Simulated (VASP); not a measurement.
Li2NbO6: single point with PBE

Crystal: Li2NbO6.

```xyz
9
Lattice="5.8836 0.0000 0.0000 -2.9418 5.0953 0.0000 0.0000 0.0000 4.9422" Properties=species:S:1:pos:R:3 pbc="T T T"
Li    0.0000    3.3969    3.7066
Li    2.9418    1.6984    1.2355
Nb    0.0000    0.0000    0.0000
O     2.9418    3.3969    3.7066
O     1.4709    0.8492    3.7066
O     4.4127    0.8492    3.7066
O     0.0000    1.6984    1.2355
O     1.4709    4.2461    1.2355
O    -1.4709    4.2461    1.2355
```

| Property | Result |
| --- | --- |
| Program | VASP 6.6.1 |
| Task | single point |
| Functional | PBE |
| Potentials or basis | VASP PAW PBE potentials, release 64 (Li_sv, Nb_sv, O) |
| Cutoff | 520 eV |
| k mesh | 3 × 3 × 4 |
| Occupations | gaussian, width 0.1 eV |
| Spin | no spin polarisation |
| Dipole correction | no |
| Further INCAR settings | ALGO = Normal; EDIFF = 1e-06; NBANDS = 38 |

The largest force is 1.880 eV/Å.

Forces in eV/Å, atoms in the order of the input:
```
Li   0.000  0.000 -0.279
Li   0.000  0.000  0.279
Nb   0.000  0.000  0.000
O    0.000  1.395  1.260
O   -1.208 -0.697  1.260
O    1.208 -0.697  1.260
O    0.000 -1.395 -1.260
O    1.208  0.697 -1.260
O   -1.208  0.697 -1.260
```

Levels at points of the mesh, in eV from the Fermi level:
```
           k point  band 25  band 26  band 27  band 28  band 29  band 30
(0.00, 0.00, 0.00)    -0.06     0.04     0.04     0.09     0.09     0.32
(0.00, 0.00, 0.50)    -0.08     0.07     0.09     0.09     0.19     0.19
```

Wall time 2.4 min on 1 thread of AMD EPYC 7R13, on a shared host, peak memory 0.27 GiB.

Caveat: the k points lie up to 0.41 Å⁻¹ apart; an odd number of electrons without spin polarisation forces a metal; a magnetic or distorted state may lie lower.
